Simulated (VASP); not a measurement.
Write the native input for VASP 6.6.1 that does the following.

```
Task                   : single point
Functional             : LDA
Potentials or basis    : VASP PAW LDA potentials, release 64 (Ti_sv)
Cutoff                 : 520 eV
k mesh                 : 8 × 8 × 8
Occupations            : gaussian, width 0.1 eV
Spin                   : no spin polarisation
Dipole correction      : no
Further INCAR settings : ALGO = Normal; EDIFF = 1e-07; NBANDS = 12
```

The structure of Ti lies in POSCAR:

```
Ti
1.0
   -1.5867664811      1.5867664811      1.5867664811
    1.5867664811     -1.5867664811      1.5867664811
    1.5867664811      1.5867664811     -1.5867664811
Ti
1
Direct
    0.0000000000      0.0000000000      0.0000000000
```

One way to write it, as run:

INCAR

```
SYSTEM = Ti
ALGO = Normal
EDIFF = 1E-7
ENCUT = 520
GGA = CA
ISIF = 2
ISMEAR = 0
LASPH = .TRUE.
LCHARG = .FALSE.
LREAL = .FALSE.
LWAVE = .FALSE.
NBANDS = 12
NELM = 80
PREC = Accurate
SIGMA = 0.1
```

KPOINTS

```
k-points
0
G
  8 8 8
  0 0 0
```

Potentials or basis: VASP PAW LDA potentials, release 64 (Ti_sv).

Run with:

```console
$ cat potpaw_LDA.64/Ti_sv/POTCAR > POTCAR
$ mpirun -np 1 vasp_std > vasp.out
```

It gave:

```yaml
Pressure: -0.8 GPa
Band_gap_on_the_k_mesh: zero (band 6 reaches 9.75 eV, above the bottom of band 7 at 8.11 eV)
```

Wall time 3.9 s on 1 thread of Intel Xeon 6975P-C (shared host), peak memory 0.12 GiB.
